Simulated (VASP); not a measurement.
Here is a VASP 6.6.1 calculation.

The input INCAR:

```
SYSTEM = Ti2Co
PREC = Accurate
ENCUT = 520
EDIFF = 1E-6
ISMEAR = -1
SIGMA = 0.05
LREAL = .False.
LASPH = .True.
NELM = 150
ALGO = Normal
ISIF = 2
LWAVE = .False.
LCHARG = .True.
ISPIN = 2
MAGMOM = 2 2 1 1 1 1
LORBIT = 11
LMAXMIX = 4
GGA = PS
LELF = .True.
LVHAR = .True.
NBANDS = 46
```

Contents of KPOINTS:

```
regular mesh
0
Gamma
  7 7 7
  0 0 0
```

POSCAR

```
Ti2Co
1.0
    0.0000000000      3.4896909946      3.4896909946
    3.4896909946      0.0000000000      3.4896909946
    3.4896909946      3.4896909946      0.0000000000
Co Ti
2 4
Direct
    0.7500000000      0.7500000000      0.7500000000
    0.5000000000      0.5000000000      0.5000000000
    0.1250000000      0.6250000000      0.1250000000
    0.1250000000      0.1250000000      0.6250000000
    0.6250000000      0.1250000000      0.1250000000
    0.1250000000      0.1250000000      0.1250000000
```

Potentials or basis: VASP PAW PBE potentials, release 64 (Co, Ti_sv).

Command:

```console
$ cat potpaw_PBE.64/Co/POTCAR potpaw_PBE.64/Ti_sv/POTCAR > POTCAR
$ mpirun -np 1 vasp_std > vasp.out
```

Problem. What does it give for the net moment?

Solution. 1.78 μB per cell.

Problem. What does it give for the pressure?

Solution. 0.0 GPa.

Problem. What does it give for the site moments?

Solution. Co +0.99; Ti -0.00 μB.

Caveat: the PAW data sets were made with another functional, which shifts forces and pressure a little.
